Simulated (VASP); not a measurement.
# CdTe (zincblende type) (F-43m) in VASP: notebook

The runs below take CdTe (zincblende type) through single point, with LDA.

All numbers are computed with VASP 6.6.1; they aren't measurements. Logs are shortened: lines on timing, memory, paths and dates and some standing lists are left out, and cuts for length are marked.

**1. The cell of the first run**

Symmetry: F-43m, No. 216, cubic system. The conventional cell has a = 5.250 Å, b = 5.250 Å, c = 5.250 Å, α = 90.00°, β = 90.00°, γ = 90.00°. Cd (site symmetry -43m) has 4 Te at 2.27 Å within 3.0 Å. Within 3.0 Å of Te (site symmetry -43m) lie 4 Cd at 2.27 Å.

**2. Single point, LDA (18.08 Å³/atom)**

The input, INCAR:

```
SYSTEM = CdTe
  PREC = Accurate
  ENCUT = 520
  EDIFF = 1E-6
  ISMEAR = -1
  SIGMA = 0.05
  LREAL = .False.
  LASPH = .True.
  NELM = 60
  ALGO = Normal
  ISIF = 2
  LWAVE = .False.
  LCHARG = .False.
  GGA = CA
  NBANDS = 16
```

The input, KPOINTS:

```
Automatic mesh
0
Gamma
  12 12 12
  0 0 0
```

The input, POSCAR:

```
CdTe
1.0
    0.0000000000      2.6248585210      2.6248585210
    2.6248585210      0.0000000000      2.6248585210
    2.6248585210      2.6248585210      0.0000000000
Cd Te
1 1
Direct
    0.0000000000      0.0000000000      0.0000000000
    0.2500000000      0.2500000000      0.2500000000
```

Potentials or basis: VASP PAW LDA potentials, release 64 (Cd, Te).

Launch:

```console
$ cat potpaw_LDA.64/Cd/POTCAR potpaw_LDA.64/Te/POTCAR > POTCAR
$ mpirun -np 1 vasp_std > vasp.out
```

OUTCAR:

```text
SYSTEM = CdTe
   PREC = Accurate
   ENCUT = 520
   EDIFF = 1E-6
   ISMEAR = -1
   LREAL = .False.
   LASPH = .True.
   NELM = 60
   ISIF = 2
   GGA = CA

 ion  position               nearest neighbor table
   1  0.000  0.000  0.000-   2 2.27   2 2.27   2 2.27   2 2.27
   2  0.250  0.250  0.250-   1 2.27   1 2.27   1 2.27   1 2.27

  LATTYP: Found a face centered cubic cell.
 ALAT       =     5.2497170420

  Lattice vectors:

 A1 = (   0.0000000000,   2.6248585210,   2.6248585210)
 A2 = (   2.6248585210,   0.0000000000,   2.6248585210)
 A3 = (   2.6248585210,   2.6248585210,   0.0000000000)

Analysis of symmetry for initial positions (statically):
=====================================================================
 Subroutine PRICEL returns:
 Original cell was already a primitive cell.

 Routine SETGRP: Setting up the symmetry group for a
 face centered cubic supercell.

 Subroutine GETGRP returns: Found 24 space group operations
 (whereof 24 operations were pure point group operations)
 out of a pool of 48 trial point group operations.

The static configuration has the point symmetry T_d .

Analysis of symmetry for dynamics (positions and initial velocities):
=====================================================================
 Subroutine PRICEL returns:
 Original cell was already a primitive cell.

 Routine SETGRP: Setting up the symmetry group for a
 face centered cubic supercell.

 Subroutine GETGRP returns: Found 24 space group operations
 (whereof 24 operations were pure point group operations)
 out of a pool of 48 trial point group operations.

The dynamic configuration has the point symmetry T_d .

 Subroutine INISYM returns: Found 24 space group operations
 (whereof 24 operations are pure point group operations),
 and found     1 'primitive' translations

----------------------------------------------------------------------------------------

                                     Primitive cell

  volume of cell :      36.1699

  direct lattice vectors                    reciprocal lattice vectors
     0.000000000  2.624858521  2.624858521    -0.190486457  0.190486457  0.190486457
     2.624858521  0.000000000  2.624858521     0.190486457 -0.190486457  0.190486457
     2.624858521  2.624858521  0.000000000     0.190486457  0.190486457 -0.190486457

  length of vectors
     3.712110520  3.712110520  3.712110520     0.329932222  0.329932222  0.329932222

  position of ions in fractional coordinates (direct lattice)
     0.000000000  0.000000000  0.000000000
     0.250000000  0.250000000  0.250000000

  ion indices of the primitive-cell ions
   primitive index   ion index
                 1           1
                 2           2

----------------------------------------------------------------------------------------

 KPOINTS: Automatic mesh

Automatic generation of k-mesh.
 Grid dimensions read from file:
 generate k-points for:   12   12   12

 Generating k-lattice:

  Cartesian coordinates                     Fractional coordinates (reciprocal lattice)
    -0.015873871  0.015873871  0.015873871     0.083333333  0.000000000  0.000000000
     0.015873871 -0.015873871  0.015873871     0.000000000  0.083333333  0.000000000
     0.015873871  0.015873871 -0.015873871     0.000000000  0.000000000  0.083333333

  Length of vectors
     0.027494352  0.027494352  0.027494352

  Shift w.r.t. Gamma in fractional coordinates (k-lattice)
     0.000000000  0.000000000  0.000000000

 Subroutine IBZKPT returns following result:
 ===========================================

 Found     72 irreducible k-points:

 Following reciprocal coordinates:
            Coordinates               Weight
  0.000000  0.000000  0.000000      1.000000
  0.083333  0.000000  0.000000      8.000000
  0.166667  0.000000  0.000000      8.000000
  0.250000  0.000000  0.000000      8.000000
  0.333333  0.000000  0.000000      8.000000
  0.416667  0.000000  0.000000      8.000000
[... 16 lines left out ...]
  0.500000  0.166667  0.000000     24.000000
 -0.416667  0.166667  0.000000     24.000000
 [... further k-points ...]
   k-points           NKPTS =     72   k-points in BZ     NKDIM =     72   number of bands    NBANDS=     16
   number of dos      NEDOS =    301   number of ions     NIONS =      2
   total plane-waves  NPLWV =  21952
   dimension x,y,z NGX =    28 NGY =   28 NGZ =   28
   dimension x,y,z NGXF=    56 NGYF=   56 NGZF=   56
   ions per type =               1   1
   NGX,Y,Z   is equivalent  to a cutoff of  12.54, 12.54, 12.54 a.u.
   NGXF,Y,Z  is equivalent  to a cutoff of  25.08, 25.08, 25.08 a.u.
 SYSTEM =  CdTe
   PREC   = accura    normal or accurate (medium, high low for compatibility)
   ISTART =      0    job   : 0-new  1-cont  2-samecut
   ICHARG =      2    charge: 1-file 2-atom 10-const
   ISPIN  =      1    spin polarized calculation?
   LNONCOLLINEAR =      F non collinear calculations
   LSORBIT =      F    spin-orbit coupling
   LASPH  =      T    aspherical Exc in radial PAW
   ENCUT  =  520.0 eV  38.22 Ry    6.18 a.u.   6.90  6.90  6.90*2*pi/ulx,y,z
   NELM   =     60;   NELMIN=  2; NELMDL= -5     # of ELM steps
   EDIFF  = 0.1E-05   stopping-criterion for ELM
   LREAL  =      F    real-space projection
   EDIFFG = 0.1E-04   stopping-criterion for IOM
   NSW    =      0    number of steps for IOM
   IBRION =     -1    ionic relax: 0-MD 1-quasi-New 2-CG
   NFREE  =      0    steps in history (QN), initial steepest desc. (CG)
   ISIF   =      2    stress and relaxation
   ISYM   =      2    0-nonsym 1-usesym 2-fastsym
   POTIM  = 0.5000    time-step for ionic-motion
   TEBEG  =    0.0;   TEEND  =   0.0 temperature during run
   PSTRESS=    0.0 pullay stress
   NELECT =      18.0000    total number of electrons
   NUPDOWN=      -1.0000    fix difference up-down
   EMIN   =  10.00;   EMAX   =-10.00  energy-range for DOS
   EFERMI =   0.00;   METHOD = LEGACY
   ISMEAR =    -1;   SIGMA  =   0.05  broadening in eV -4-tet -1-fermi 0-gaus
   EFERMI_NEDOS =   21; number of points for ismear=-14 and -15
   IALGO  =     38    algorithm
   IMIX   =      4    mixing-type and parameters
     AMIX     =   0.40;   BMIX     =  1.00
     AMIX_MAG =   1.60;   BMIX_MAG =  1.00
  volume/ion in A,a.u.               =      18.08       122.04
  Fermi-wavevector in a.u.,A,eV,Ry     =   1.297328  2.451594 22.899418  1.683060
  Thomas-Fermi vector in A             =   2.428727
   LORBIT       =      0    0 simple, 1 ext, 2 COOP (PROOUT), +10 PAW based schemes
   GGA     = CA    functional components
   LHFCALC =     F    Hartree Fock is set to
   AEXX    =    0.0000 exact exchange contribution
   IVDW    =     0    specifies the selected vdW correction
   LEPSILON=     F    determine dielectric tensor
   LRPA    =     F    only Hartree local field effects (RPA)
 non-spin polarized calculation
  energy-cutoff  :      520.00
  volume of cell :       36.17
 maximum number of plane-waves:       992
   NGX = 13   NGY = 13   NGZ = 13

 number of electron      17.9999992 magnetization

 Free energy of the ion-electron system (eV)
  ---------------------------------------------------
  ext. energy  EPLUGINS =         0.00000000
  ---------------------------------------------------
  free energy    TOTEN  =         0.14579650 eV

  energy without entropy =        0.14586455  energy(sigma->0) =        0.14583052

 E-fermi :  11.2373     XC(G=0): -11.9659

 val. band max:       11.0732738079   @ k =   0.0000   0.0000   0.0000
 cond. band min:      11.4363507300   @ k =   0.5000   0.5000   0.0000
 fundamental gap:      0.3630769221
 Fermi energy:        11.2373035198

 k-point     1 :       0.0000    0.0000    0.0000
  band No.  band energies     occupation
      1      -6.3759      2.00000
      2      -2.1791      2.00000
      3      -2.1791      2.00000
      4      -2.1791      2.00000
      5      -1.1532      2.00000
      6      -1.1532      2.00000
[... 8 lines left out ...]
     15      19.9012      0.00000
     16      19.9012      0.00000

 k-point     2 :       0.0833    0.0000    0.0000
  band No.  band energies     occupation
      1      -6.2944      2.00000
      2      -2.1658      2.00000
      3      -2.1577      2.00000
      4      -2.1577      2.00000
      5      -1.1592      2.00000
      6      -1.1592      2.00000
[... 8 lines left out ...]
     15      19.3298      0.00000
     16      19.3298      0.00000

 k-point     3 :       0.1667    0.0000    0.0000
  band No.  band energies     occupation
      1      -6.0676      2.00000
      2      -2.1019      2.00000
      3      -2.1019      2.00000
      4      -2.1007      2.00000
      5      -1.1712      2.00000
      6      -1.1712      2.00000
[... 8 lines left out ...]
     15      18.8175      0.00000
     16      18.8175      0.00000

 k-point     4 :       0.2500    0.0000    0.0000
  band No.  band energies     occupation
      1      -5.7527      2.00000
      2      -2.0337      2.00000
      3      -2.0337      2.00000
      4      -1.9091      2.00000
      5      -1.1753      2.00000
      6      -1.1753      2.00000
[... 8 lines left out ...]
     15      19.0061      0.00000
     16      19.0061      0.00000
[... 324 lines left out ...]
 k-point    22 :       0.4167    0.1667    0.0000
  band No.  band energies     occupation
      1      -5.2023      2.00000
      2      -1.9663      2.00000
      3      -1.8312      2.00000
      4      -1.5095      2.00000
      5      -1.1108      2.00000
      6      -0.8122      2.00000
[... 8 lines left out ...]
     15      22.1894      0.00000
     16      22.5636      0.00000

 k-point    23 :       0.5000    0.1667    0.0000
  band No.  band energies     occupation
      1      -5.0656      2.00000
      2      -1.9426      2.00000
      3      -1.8192      2.00000
      4      -1.3341      2.00000
      5      -1.1214      2.00000
      6      -0.1080      2.00000
[... 8 lines left out ...]
     15      22.2299      0.00000
     16      22.7613      0.00000

 k-point    24 :      -0.4167    0.1667    0.0000
  band No.  band energies     occupation
      1      -5.0495      2.00000
      2      -1.9330      2.00000
      3      -1.8324      2.00000
      4      -1.2614      2.00000
      5      -1.1578      2.00000
      6       0.1204      2.00000
[... 8 lines left out ...]
     15      20.8520      0.00000
     16      21.5345      0.00000

 [... further k-points ...]

------------------------ aborting loop because EDIFF is reached ----------------------------------------

  FORCE on cell =-STRESS in cart. coord.  units (eV):
  Direction    XX          YY          ZZ          XY          YZ          ZX
  --------------------------------------------------------------------------------------
  -------------------------------------------------------------------------------------
  Total       26.5688939     26.5688939     26.5688939     -0.0000000      0.0000000     -0.0000000
  in kB     1176.8913258   1176.8913258   1176.8913258     -0.0000000      0.0000000     -0.0000000
  external PRESSURE =    1176.8913258 kB  Pullay stress =       0.0000000 kB

 VOLUME and BASIS-vectors are now :
 -----------------------------------------------------------------------------
  energy-cutoff  :      520.00
  volume of cell :       36.17
      direct lattice vectors                 reciprocal lattice vectors
     0.000000000  2.624858521  2.624858521    -0.190486457  0.190486457  0.190486457
     2.624858521  0.000000000  2.624858521     0.190486457 -0.190486457  0.190486457
     2.624858521  2.624858521  0.000000000     0.190486457  0.190486457 -0.190486457

 POSITION                                       TOTAL-FORCE (eV/Angst)
 -----------------------------------------------------------------------------------
      0.00000      0.00000      0.00000        -0.000000      0.000000     -0.000000
      1.31243      1.31243      1.31243         0.000000     -0.000000      0.000000
 -----------------------------------------------------------------------------------
    total drift:                                0.000000      0.000000      0.000001

  FREE ENERGIE OF THE ION-ELECTRON SYSTEM (eV)
  ---------------------------------------------------
  free  energy   TOTEN  =         0.1457965027 eV

  energy  without entropy=        0.1458645456  energy(sigma->0) =        0.14583052
```

Wall time 53 s (1 thread of Intel Xeon 8259CL, shared host); peak memory 0.17 GiB.

What came out:

| Property | Result |
| --- | --- |
| Free energy | 0.1458 eV |
| Pressure | 117.7 GPa |
| Band gap on the k mesh | 0.36 eV (least direct gap 2.22 eV) |

Levels at points of the mesh, in eV from the valence-band top:
```csv
k point,band 7,band 8,band 9,band 10,band 11,band 12
"(0.00, 0.00, 0.00)",0.00,0.00,0.00,2.22,3.19,3.19
"(0.50, 0.00, 0.00)",-10.10,-2.41,-2.41,1.85,4.02,4.02
"(0.50, 0.50, 0.00)",-8.68,-5.45,-5.45,0.36,0.98,11.01
```

Caveat: the cell stands under pressure; spin-orbit coupling is left out, which moves the levels of the heavy elements.

**3. Single point, LDA (21.04 Å³/atom)**

This run uses another cell than the first one, of 21.04 Å³/atom.

The input, INCAR:

```
SYSTEM = CdTe
PREC     = Accurate       ! precision mode
ENCUT    = 520            ! plane-wave cutoff, eV
EDIFF    = 1E-6           ! SCF threshold, eV
ISMEAR   = -1             ! smearing method
SIGMA    = 0.05           ! smearing width, eV
LREAL    = .False.        ! projectors in reciprocal space
LASPH    = .True.         ! aspherical terms in the spheres
NELM     = 80             ! most SCF steps
ALGO     = Normal         ! electronic algorithm
ISIF     = 2              ! what is computed and relaxed
LWAVE    = .False.        ! write WAVECAR
LCHARG   = .False.        ! write CHGCAR
NBANDS   = 16             ! bands
```

The input, KPOINTS:

```
regular mesh
0
Gamma
  12 12 12
  0 0 0
```

The input, POSCAR:

```
CdTe
1.0
    0.0000000000      2.7608638794      2.7608638794
    2.7608638794      0.0000000000      2.7608638794
    2.7608638794      2.7608638794      0.0000000000
Cd Te
1 1
Direct
    0.0000000000      0.0000000000      0.0000000000
    0.2500000000      0.2500000000      0.2500000000
```

Potentials or basis: VASP PAW LDA potentials, release 64 (Cd, Te).

Launch:

```console
$ cat potpaw_LDA.64/Cd/POTCAR potpaw_LDA.64/Te/POTCAR > POTCAR
$ mpirun -np 1 vasp_std > vasp.out
```

Wall time 73 s (1 thread of Intel Xeon 8259CL, shared host); peak memory 0.19 GiB.

Results (log left out):

* Free energy: -3.0504 eV
* Pressure: 61.6 GPa
* Band gap on the k mesh: 0.99 eV (least direct gap 1.98 eV)

Levels at points of the mesh, in eV from the valence-band top:
```csv
k point,band 6,band 7,band 8,band 9,band 10,band 11,band 12,band 13
"(0.00, 0.00, 0.00)",-10.70,0.00,0.00,0.00,1.98,3.68,3.68,3.68
"(0.50, 0.00, 0.00)",-9.79,-8.36,-1.87,-1.87,1.95,4.45,4.45,6.06
"(0.50, 0.50, 0.00)",-9.44,-7.41,-4.30,-4.30,0.99,1.63,11.14,11.32
```

Caveat: the cell stands under pressure; spin-orbit coupling is left out, which moves the levels of the heavy elements.
